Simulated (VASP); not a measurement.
Wanted: the native input for a VASP 6.6.1 run.

* Task: single point
* Functional: LDA
* Potentials or basis: VASP PAW LDA potentials, release 64 (Sn_d)
* Cutoff: 520 eV
* k mesh: 12 × 12 × 12
* Occupations: fermi-dirac, width 0.15 eV
* Spin: no spin polarisation
* Dipole correction: no
* Further INCAR settings: ALGO = Normal; EDIFF = 1e-07; NBANDS = 21

The structure of Sn lies in POSCAR:

```
Sn
1.0
    0.0000000000      3.2595741294      3.2595741294
    3.2595741294      0.0000000000      3.2595741294
    3.2595741294      3.2595741294      0.0000000000
Sn
2
Direct
    0.5000000000      0.5000000000      0.5000000000
    0.7500000000      0.7500000000      0.7500000000
```

This cell differs from its parent crystal: volume scaled by 1.02.

The input as run:

INCAR

```
SYSTEM = Sn
  PREC = Accurate
  ENCUT = 520
  EDIFF = 1E-7
  ISMEAR = -1
  SIGMA = 0.15
  LREAL = .False.
  LASPH = .True.
  NELM = 100
  ALGO = Normal
  ISIF = 2
  LWAVE = .False.
  LCHARG = .False.
  NBANDS = 21
```

KPOINTS

```
regular mesh
0
Gamma
  12 12 12
  0 0 0
```

Potentials or basis: VASP PAW LDA potentials, release 64 (Sn_d).

Command:

```bash
$ cat potpaw_LDA.64/Sn_d/POTCAR > POTCAR
$ mpirun -np 1 vasp_std > vasp.out
```

Results of the run:

| Quantity | Value |
| --- | --- |
| Pressure | -0.8 GPa |
| Band gap on the k mesh | zero (band 14 reaches 5.31 eV, above the bottom of band 15 at 5.09 eV) |

Caveat: spin-orbit coupling is left out, which moves the levels of the heavy elements.

Run time: 64 s on 1 thread of Intel(R) Xeon(R) Platinum 8488C (Sapphire Rapids), on a shared host, peak memory 0.21 GiB.
